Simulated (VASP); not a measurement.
Input of a VASP 6.6.1 run:

Contents of INCAR:

```
PREC = Accurate ; ENCUT = 520
EDIFF = 1E-8 ; ISMEAR = 0
SIGMA = 0.01 ; LREAL = False
LASPH = True ; NELM = 60
ALGO = Normal ; ISIF = 2
LWAVE = False ; LCHARG = True
METAGGA = R2SCAN ; LMIXTAU = True
IBRION = 6 ; NFREE = 2
POTIM = 0.015 ; NSW = 1
```

Contents of KPOINTS:

```
Automatic mesh
0
Gamma
  8 8 8
```

File POSCAR:

```
GaP
1.0
    2.6107979180      2.6107979180      0.0000000000
   -2.6107979180      2.6107979180      0.0000000000
    0.0000000000      2.6107979180      2.6107979180
Ga P
1 1
Direct
    0.0000000000      0.0000000000      0.0000000000
    0.7500000000      0.2500000000      0.5000000000
```

Potentials or basis: VASP PAW PBE potentials, release 64 (Ga_d, P).

The run is started by

```bash
$ cat potpaw_PBE.64/Ga_d/POTCAR potpaw_PBE.64/P/POTCAR > POTCAR
$ mpirun -np 1 vasp_std > vasp.out
```

What does it give for the highest phonon frequency at Γ, LO-TO splitting left out?

421 cm⁻¹.

Phonon frequencies in cm⁻¹ (negative: imaginary):
```csv
q point,frequencies
"(0.000, 0.000, 0.000)",-1 -1 -1 421 421 421
```

Caveat: the cell stands under pressure or tension, which shifts response properties.
